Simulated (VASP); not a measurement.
# MgF2 (P4_2/mnm) in VASP: notebook, part 2 of 2

VASP 6.6.1. Earlier steps stand in the parts before.

### 3 Relaxation of cell and atoms, PBE

This run uses another cell than the first one, of 10.84 Å³/atom.

File INCAR:

```
SYSTEM = MgF2
ALGO = Normal
EDIFF = 1E-7
EDIFFG = -0.01
ENCUT = 600
GGA = PE
GGA_COMPAT = .False.
IBRION = 2
ISIF = 3
ISMEAR = 0
LASPH = .True.
LCHARG = .False.
LREAL = .False.
LWAVE = .False.
NELM = 120
NELMIN = 4
NSW = 80
PREC = Accurate
SIGMA = 0.05
```

File KPOINTS:

```
k-points
0
Gamma
  6 6 10
  0 0 0
```

File POSCAR:

```
MgF2
1.0
    4.6366532689      0.0000000000      0.0000000000
    0.0000000000      4.6366532689      0.0000000000
    0.0000000000      0.0000000000      3.0259196749
Mg F
2 4
Direct
    0.0000000000      0.0000000000      0.0000000000
    0.5000000000      0.5000000000      0.5000000000
    0.3028000000      0.3028000000      0.0000000000
    0.1972000000      0.8028000000      0.5000000000
    0.6972000000      0.6972000000      0.0000000000
    0.8028000000      0.1972000000      0.5000000000
```

Potentials or basis: VASP PAW PBE potentials, release 64 (Mg, F).

On the command line:

```
cat potpaw_PBE.64/Mg/POTCAR potpaw_PBE.64/F/POTCAR > POTCAR
mpirun -np 1 vasp_std > vasp.out
```

OUTCAR:

```text
SYSTEM = MgF2
   EDIFF = 1E-7
   EDIFFG = -0.01
   ENCUT = 600
   GGA = PE
   IBRION = 2
   ISIF = 3
   ISMEAR = 0
   LASPH = .True.
   LREAL = .False.
   NELM = 120
   NELMIN = 4
   NSW = 80
   PREC = Accurate

 ion  position               nearest neighbor table
   1  0.000  0.000  0.000-   3 1.99   5 1.99   4 1.99   6 1.99   4 1.99   6 1.99   2 3.61   2 3.61
                             2 3.61   2 3.61   2 3.61   2 3.61   2 3.61   2 3.61
   2  0.500  0.500  0.500-   4 1.99   6 1.99   5 1.99   3 1.99   3 1.99   5 1.99   1 3.61   1 3.61
                             1 3.61   1 3.61   1 3.61   1 3.61   1 3.61   1 3.61
   3  0.303  0.303  0.000-   1 1.99   2 1.99   2 1.99
   4  0.197  0.803  0.500-   2 1.99   1 1.99   1 1.99
   5  0.697  0.697  0.000-   1 1.99   2 1.99   2 1.99
   6  0.803  0.197  0.500-   2 1.99   1 1.99   1 1.99

[... 357 lines left out ...]

 Free energy of the ion-electron system (eV)
  ---------------------------------------------------
  ext. energy  EPLUGINS =         0.00000000
  ---------------------------------------------------
  free energy    TOTEN  =       -31.54457802 eV

  energy without entropy =      -31.54457802  energy(sigma->0) =      -31.54457802

 E-fermi :  -1.1199     XC(G=0):  -9.5616

 val. band max:       -1.4229791695   @ k =   0.0000   0.0000   0.0000
 cond. band min:       5.4374744246   @ k =   0.0000   0.0000   0.0000
 fundamental gap:      6.8604535941
 Fermi energy:        -1.1199285053

 k-point     1 :       0.0000    0.0000    0.0000
  band No.  band energies     occupation
      1     -22.0438      2.00000
      2     -21.3053      2.00000
      3     -21.3053      2.00000
      4     -21.2225      2.00000
      5      -5.3683      2.00000
      6      -3.7799      2.00000
[... 541 lines left out ...]
     19      12.5756      0.00000
     20      12.5756      0.00000

 [... further k-points ...]
[... 5 lines left out ...]
  --------------------------------------------------------------------------------------
  -------------------------------------------------------------------------------------
  Total       -0.0211594     -0.0211594      0.0162009      0.0000000      0.0000000      0.0000000
  in kB       -0.5014437     -0.5014437      0.3839355      0.0000000      0.0000000      0.0000000
  external PRESSURE =      -0.2063173 kB  Pullay stress =       0.0000000 kB
[... 21 lines left out ...]
  FREE ENERGIE OF THE ION-ELECTRON SYSTEM (eV)
  ---------------------------------------------------
  free  energy   TOTEN  =       -31.5445780179 eV

  energy  without entropy=      -31.5445780179  energy(sigma->0) =      -31.54457802

 reached required accuracy - stopping structural energy minimisation
```

OSZICAR:

```text
N       E                     dE             d eps       ncg     rms          rms(c)
DAV:   1     0.215731116419E+03    0.21573E+03   -0.19868E+04  2488   0.169E+03
DAV:   2    -0.239890425796E+02   -0.23972E+03   -0.23278E+03  3188   0.355E+02
[... 40 lines left out ...]
DAV:   1    -0.315442869634E+02    0.52938E-04   -0.33882E-01  2400   0.545E+00    0.148E-01
DAV:   2    -0.315446900295E+02   -0.40307E-03   -0.64907E-03  2712   0.698E-01    0.770E-02
DAV:   3    -0.315446002160E+02    0.89814E-04   -0.61015E-05  2760   0.949E-02    0.355E-02
DAV:   4    -0.315445774868E+02    0.22729E-04   -0.48314E-05  2728   0.774E-02    0.453E-03
DAV:   5    -0.315445780251E+02   -0.53837E-06   -0.73134E-06  2608   0.232E-02    0.182E-03
DAV:   6    -0.315445780179E+02    0.72146E-08   -0.81008E-08  1648   0.261E-03
   5 F= -.31544578E+02 E0= -.31544578E+02  d E =-.738033E-03
```

It took 2.2 min on 1 thread of Intel Xeon Platinum 8559C (Emerald Rapids), shared host; peak memory 0.25 GiB.

Results:

```yaml
Free_energy: -31.5446 eV
Relaxed_volume: 11.27 Å³/atom
Relaxed_cell: a = 4.683 Å, b = 4.683 Å, c = 3.082 Å, α = 90.00°, β = 90.00°, γ = 90.00°
Space_group_after_relaxing_to_0.1_Å: P4_2/mnm (No. 136)
Energy_gained_by_relaxing: 5.4 meV/atom
Ionic_steps: 5
Pressure_after_relaxing: 0.0 GPa
Largest_force_after_relaxing: 0.003 eV/Å
Band_gap_on_the_k_mesh: 6.86 eV
```

Forces in eV/Å, atoms in the order of the input:
```
Mg   0.000  0.000  0.000
Mg   0.000  0.000  0.000
F   -0.002 -0.002  0.000
F    0.002 -0.002  0.000
F    0.002  0.002  0.000
F   -0.002  0.002  0.000
```

Stress tensor (GPa, compression positive):
```
-0.05  0.00  0.00
 0.00 -0.05  0.00
 0.00  0.00  0.04
```

The path:
```csv
step,energy change (eV),largest force (eV/Å),pressure (GPa),volume (Å³)
1,0.0000,0.0353,4.00,65.05
2,-0.0316,0.0539,-0.11,67.63
3,-0.0316,0.0519,-0.01,67.57
4,-0.0321,0.0283,-0.02,67.59
5,-0.0324,0.0031,-0.02,67.61
```

Final structure:
```
Mg F
1.0
     4.68350    0.00000    0.00000
     0.00000    4.68350    0.00000
     0.00000    0.00000    3.08213
Mg F
2 4
Direct
  0.00000 0.00000 0.00000
  0.50000 0.50000 0.50000
  0.30341 0.30341 0.00000
  0.19659 0.80341 0.50000
  0.69659 0.69659 0.00000
  0.80341 0.19659 0.50000
```

### 4 Relaxation of shape and atoms at fixed volume, PBE (10.92 Å³/atom)

This run uses another cell than the first one, of 10.92 Å³/atom.

File INCAR:

```
PREC = Accurate
ENCUT = 600
EDIFF = 1E-7
ISMEAR = 0
SIGMA = 0.05
LREAL = False
LASPH = True
NELM = 120
ALGO = Normal
ISIF = 4
LWAVE = False
LCHARG = False
GGA = PE
IBRION = 2
NSW = 60
EDIFFG = -0.01
GGA_COMPAT = False
NELMIN = 4
```

File KPOINTS:

```
Automatic mesh
0
Gamma
  6 6 10
```

File POSCAR:

```
MgF2
1.0
    4.6311244295      0.0000000000      0.0000000000
    0.0000000000      4.6311244295      0.0000000000
    0.0000000000      0.0000000000      3.0551978995
Mg F
2 4
Direct
    0.0000000000      0.0000000000      0.0000000000
    0.5000000000      0.5000000000      0.5000000000
    0.3031654380      0.3031654380      0.0000000000
    0.1968345620      0.8031654380      0.5000000000
    0.6968345620      0.6968345620      0.0000000000
    0.8031654380      0.1968345620      0.5000000000
```

On the command line:

```
cat potpaw_PBE.64/Mg/POTCAR potpaw_PBE.64/F/POTCAR > POTCAR
mpirun -np 1 vasp_std > vasp.out
```

Run time: 68 s. Hardware: 1 thread of Intel Xeon 6975P-C (Granite Rapids), shared host; peak memory 0.24 GiB.

Results (log left out):

```yaml
Free_energy: -31.5271 eV
Energy_gained_by_relaxing: 0.0 meV/atom
Ionic_steps: 3
Pressure_after_relaxing: 3.1 GPa
Band_gap_on_the_k_mesh: 7.07 eV
```

The path:
```tsv
step	energy change (eV)	largest force (eV/Å)	pressure (GPa)	volume (Å³)
1	0.0000	0.0297	3.11	65.53
2	-0.0001	0.0114	3.08	65.53
3	-0.0002	0.0006	3.06	65.53
```

Final structure:
```cif
data_structure
_symmetry_space_group_name_H-M 'P 1'
_symmetry_Int_Tables_number 1
_cell_length_a 4.6293
_cell_length_b 4.6293
_cell_length_c 3.0576
_cell_angle_alpha 90.000
_cell_angle_beta 90.000
_cell_angle_gamma 90.000
_cell_volume 65.53
loop_
_atom_site_label
_atom_site_type_symbol
_atom_site_fract_x
_atom_site_fract_y
_atom_site_fract_z
_atom_site_occupancy
Mg1 Mg 0.00000 0.00000 0.00000 1
Mg2 Mg 0.50000 0.50000 0.50000 1
F1 F 0.30280 0.30280 0.00000 1
F2 F 0.19720 0.80280 0.50000 1
F3 F 0.69720 0.69720 0.00000 1
F4 F 0.80280 0.19720 0.50000 1
```

Levels at points of the mesh, in eV from the valence-band top:
```
           k point  band 14  band 15  band 16  band 17  band 18  band 19
(0.00, 0.00, 0.00)    -0.32    -0.32     0.00     7.07    12.22    12.22
(0.50, 0.00, 0.00)    -0.98    -0.38    -0.38     9.47     9.47    13.47
(0.50, 0.50, 0.00)    -0.95    -0.77    -0.77    11.17    11.17    11.28
(0.00, 0.00, 0.50)    -1.14    -0.85    -0.85    11.80    11.80    14.93
(0.50, 0.00, 0.50)    -0.73    -0.66    -0.66    12.72    12.72    13.42
(0.50, 0.50, 0.50)    -0.60    -0.48    -0.48    13.25    13.25    13.31
```

A k mesh can miss the band edges.

### 5 Relaxation of shape and atoms at fixed volume, PBE (11.15 Å³/atom)

This run uses another cell than the first one, of 11.15 Å³/atom.

File INCAR:

```
PREC = Accurate
ENCUT = 600
EDIFF = 1E-7
ISMEAR = 0
SIGMA = 0.05
LREAL = F
LASPH = T
NELM = 120
ALGO = Normal
ISIF = 4
LWAVE = F
LCHARG = F
GGA = PE
IBRION = 2
NSW = 60
EDIFFG = -0.01
GGA_COMPAT = F
NELMIN = 4
```

File KPOINTS:

```
regular mesh
0
Gamma
  6 6 10
```

File POSCAR:

```
MgF2
1.0
    4.6664275975      0.0000000000      0.0000000000
    0.0000000000      4.6664275975      0.0000000000
    0.0000000000      0.0000000000      3.0718359970
Mg F
2 4
Direct
    0.0000000000      0.0000000000      0.0000000000
    0.5000000000      0.5000000000      0.5000000000
    0.3035651231      0.3035651231      0.0000000000
    0.1964348769      0.8035651231      0.5000000000
    0.6964348769      0.6964348769      0.0000000000
    0.8035651231      0.1964348769      0.5000000000
```

On the command line:

```
cat potpaw_PBE.64/Mg/POTCAR potpaw_PBE.64/F/POTCAR > POTCAR
mpirun -np 1 vasp_std > vasp.out
```

It took 88 s on 1 thread of Intel Xeon 6975P-C (Granite Rapids), shared host; peak memory 0.25 GiB.

The run converged. Its results:

- Free energy: -31.5485 eV
- Energy gained by relaxing: 0.0 meV/atom
- Ionic steps: 3
- Pressure after relaxing: 0.9 GPa
- Band gap on the k mesh: 6.93 eV

The path:
```
step  energy change (eV)  largest force (eV/Å)  pressure (GPa)  volume (Å³)
   1              0.0000                0.0302            0.99        66.89
   2             -0.0002                0.0134            0.96        66.89
   3             -0.0002                0.0001            0.93        66.89
```

Final structure:
```
Mg F
1.0
     4.66431    0.00000    0.00000
     0.00000    4.66431    0.00000
     0.00000    0.00000    3.07463
Mg F
2 4
Direct
  0.00000 0.00000 0.00000
  0.50000 0.50000 0.50000
  0.30317 0.30317 0.00000
  0.19683 0.80317 0.50000
  0.69683 0.69683 0.00000
  0.80317 0.19683 0.50000
```

Levels at points of the mesh, in eV from the valence-band top:
```csv
k point,band 13,band 14,band 15,band 16,band 17,band 18,band 19,band 20
"(0.00, 0.00, 0.00)",-0.72,-0.32,-0.32,0.00,6.93,12.09,12.09,13.57
"(0.50, 0.00, 0.00)",-0.96,-0.96,-0.37,-0.37,9.31,9.31,13.33,13.33
"(0.50, 0.50, 0.00)",-0.93,-0.93,-0.74,-0.74,10.95,10.95,11.13,11.13
"(0.00, 0.00, 0.50)",-1.10,-1.10,-0.82,-0.82,11.64,11.64,14.80,14.80
"(0.50, 0.00, 0.50)",-0.71,-0.71,-0.64,-0.64,12.56,12.56,13.21,13.21
"(0.50, 0.50, 0.50)",-0.59,-0.59,-0.47,-0.47,13.03,13.03,13.19,13.19
```

A k mesh can miss the band edges. A hybrid or GW would open this gap; PBE tends to underestimate it.

### 6 Relaxation of shape and atoms at fixed volume, PBE (11.60 Å³/atom)

This run uses another cell than the first one, of 11.60 Å³/atom.

File INCAR:

```
SYSTEM = MgF2
ALGO = Normal ; EDIFF = 1E-7
EDIFFG = -0.01 ; ENCUT = 600
GGA = PE ; GGA_COMPAT = .False.
IBRION = 2 ; ISIF = 4
ISMEAR = 0 ; LASPH = .True.
LCHARG = .False. ; LREAL = .False.
LWAVE = .False. ; NELM = 120
NELMIN = 4 ; NSW = 60
PREC = Accurate ; SIGMA = 0.05
```

File KPOINTS:

```
k-points
0
Gamma
  6 6 10
  0 0 0
```

POSCAR, as its differences from that of step 5:

```diff
@@ -2,5 +2,5 @@
 1.0
-    4.6664275975      0.0000000000      0.0000000000
-    0.0000000000      4.6664275975      0.0000000000
-    0.0000000000      0.0000000000      3.0718359970
+    4.7290716847      0.0000000000      0.0000000000
+    0.0000000000      4.7290716847      0.0000000000
+    0.0000000000      0.0000000000      3.1130736157
 Mg F
```

Potentials or basis: VASP PAW PBE potentials, release 64 (Mg, F).

On the command line:

```
cat potpaw_PBE.64/Mg/POTCAR potpaw_PBE.64/F/POTCAR > POTCAR
mpirun -np 1 vasp_std > vasp.out
```

OUTCAR:

```text
SYSTEM = MgF2
   EDIFF = 1E-7
   EDIFFG = -0.01
   ENCUT = 600
   GGA = PE
   IBRION = 2
   ISIF = 4
   ISMEAR = 0
   LASPH = .True.
   LREAL = .False.
   NELM = 120
   NELMIN = 4
   NSW = 60
   PREC = Accurate

 ion  position               nearest neighbor table
   1  0.000  0.000  0.000-   3 2.03   5 2.03   4 2.04   6 2.04   4 2.04   6 2.04
   2  0.500  0.500  0.500-   4 2.03   6 2.03   5 2.04   3 2.04   3 2.04   5 2.04
   3  0.304  0.304  0.000-   1 2.03   2 2.04   2 2.04
   4  0.196  0.804  0.500-   2 2.03   1 2.04   1 2.04
   5  0.696  0.696  0.000-   1 2.03   2 2.04   2 2.04
   6  0.804  0.196  0.500-   2 2.03   1 2.04   1 2.04

  LATTYP: Found a simple tetragonal cell.
 ALAT       =     4.7290716847
 C/A-ratio  =     0.6582842941
[... 272 lines left out ...]

 number of electron      31.9999990 magnetization

 Free energy of the ion-electron system (eV)
  ---------------------------------------------------
  ext. energy  EPLUGINS =         0.00000000
  ---------------------------------------------------
  free energy    TOTEN  =       -31.54183508 eV

  energy without entropy =      -31.54183508  energy(sigma->0) =      -31.54183508

 E-fermi :  -1.3569     XC(G=0):  -9.4216

 val. band max:       -1.5952829563   @ k =   0.0000   0.0000   0.0000
 cond. band min:       5.0767249022   @ k =   0.0000   0.0000   0.0000
 fundamental gap:      6.6720078585
 Fermi energy:        -1.3568900333

 k-point     1 :       0.0000    0.0000    0.0000
  band No.  band energies     occupation
      1     -22.1148      2.00000
      2     -21.4247      2.00000
      3     -21.4247      2.00000
      4     -21.3528      2.00000
      5      -5.4329      2.00000
      6      -3.8370      2.00000
[... 541 lines left out ...]
     19      12.1847      0.00000
     20      12.1847      0.00000

 [... further k-points ...]
[... 5 lines left out ...]
  --------------------------------------------------------------------------------------
  -------------------------------------------------------------------------------------
  Total       -1.1515597     -1.1515597     -1.1603114     -0.0000000      0.0000000      0.0000000
  in kB      -26.5006097    -26.5006097    -26.7020102     -0.0000000      0.0000000      0.0000000
  external PRESSURE =     -26.5677432 kB  Pullay stress =       0.0000000 kB
[... 21 lines left out ...]
  FREE ENERGIE OF THE ION-ELECTRON SYSTEM (eV)
  ---------------------------------------------------
  free  energy   TOTEN  =       -31.5418350803 eV

  energy  without entropy=      -31.5418350803  energy(sigma->0) =      -31.54183508

 reached required accuracy - stopping structural energy minimisation
```

OSZICAR:

```text
N       E                     dE             d eps       ncg     rms          rms(c)
DAV:   1     0.215935825509E+03    0.21594E+03   -0.19508E+04  2520   0.167E+03
DAV:   2    -0.234067173106E+02   -0.23934E+03   -0.23111E+03  3200   0.349E+02
DAV:   3    -0.340802957885E+02   -0.10674E+02   -0.10641E+02  2812   0.766E+01
DAV:   4    -0.341553823759E+02   -0.75087E-01   -0.75067E-01  2752   0.731E+00
[... 20 lines left out ...]
DAV:   2    -0.315419340000E+02   -0.11313E-03   -0.29192E-03  2696   0.466E-01    0.724E-02
DAV:   3    -0.315418433358E+02    0.90664E-04   -0.65284E-05  2776   0.977E-02    0.227E-02
DAV:   4    -0.315418349142E+02    0.84216E-05   -0.26271E-05  2696   0.522E-02    0.467E-03
DAV:   5    -0.315418350541E+02   -0.13990E-06   -0.21071E-06  2600   0.123E-02    0.279E-03
DAV:   6    -0.315418350803E+02   -0.26166E-07   -0.15348E-07  1624   0.455E-03
   3 F= -.31541835E+02 E0= -.31541835E+02  d E =-.395585E-03
```

CONTCAR:

```text
MgF2
   1.00000000000000
     4.7337920887843969    0.0000000000000000    0.0000000000000000
    -0.0000000000000000    4.7337920887843969    0.0000000000000000
     0.0000000000000000    0.0000000000000000    3.1068681726081242
  Mg              F
     2     4
Direct
     0.0000000000000000    0.0000000000000000    0.0000000000000000
     0.5000000000000000    0.5000000000000000    0.5000000000000000
     0.3040928597341214    0.3040928597341214    0.0000000000000000
     0.1959071402658786    0.8040928597341214    0.5000000000000000
     0.6959071402658786    0.6959071402658786    0.0000000000000000
     0.8040928597341214    0.1959071402658786    0.5000000000000000

  0.00000000E+00  0.00000000E+00  0.00000000E+00
  0.00000000E+00  0.00000000E+00  0.00000000E+00
  0.00000000E+00  0.00000000E+00  0.00000000E+00
  0.00000000E+00  0.00000000E+00  0.00000000E+00
  0.00000000E+00  0.00000000E+00  0.00000000E+00
  0.00000000E+00  0.00000000E+00  0.00000000E+00
```

Wall time 96 s (1 thread of Intel Xeon 6975P-C (Granite Rapids), shared host); peak memory 0.25 GiB.

Results:

* Free energy: -31.5418 eV
* Energy gained by relaxing: 0.1 meV/atom
* Ionic steps: 3
* Pressure after relaxing: -2.7 GPa
* Band gap on the k mesh: 6.67 eV

The path:
| step | energy change (eV) | largest force (eV/Å) | pressure (GPa) | volume (Å³) |
| --- | --- | --- | --- | --- |
| 1 | 0.0000 | 0.0325 | -2.73 | 69.62 |
| 2 | -0.0003 | 0.0176 | -2.70 | 69.62 |
| 3 | -0.0004 | 0.0012 | -2.66 | 69.62 |

Final structure:
```
CELL_PARAMETERS angstrom
4.73379 0.00000 0.00000
0.00000 4.73379 0.00000
0.00000 0.00000 3.10687
ATOMIC_POSITIONS crystal
Mg 0.00000 0.00000 0.00000
Mg 0.50000 0.50000 0.50000
F 0.30409 0.30409 0.00000
F 0.19591 0.80409 0.50000
F 0.69591 0.69591 0.00000
F 0.80409 0.19591 0.50000
```

A k mesh can miss the band edges. As with any semilocal functional, this PBE gap is likely too small.

### 7 Overview

| task | cell | gap on the mesh (eV) | pressure (GPa) |
| --- | --- | --- | --- |
| single point | a = 4.767, b = 4.767, c = 3.124 Å, 6 atoms | 6.55 | -4.2 |
| relaxation of cell and atoms | relaxed from a = 4.637, b = 4.637, c = 3.026 Å, 6 atoms | 6.86 | 0.0 |
| relaxation of shape and atoms at fixed volume | relaxed from a = 4.631, b = 4.631, c = 3.055 Å, 6 atoms | 7.07 | 3.1 |
| relaxation of shape and atoms at fixed volume | relaxed from a = 4.666, b = 4.666, c = 3.072 Å, 6 atoms | 6.93 | 0.9 |
| relaxation of shape and atoms at fixed volume | relaxed from a = 4.729, b = 4.729, c = 3.113 Å, 6 atoms | 6.67 | -2.7 |

Alike in all rows: level PBE; potentials or basis VASP PAW PBE potentials, release 64 (Mg, F); no spin polarisation; k mesh 6 × 6 × 10; cutoff (eV) 600; smearing gaussian 0.05 eV.

Caveats: the cell stands under tension (at least some runs).

Absolute energies hang on the potentials; compare differences alone.
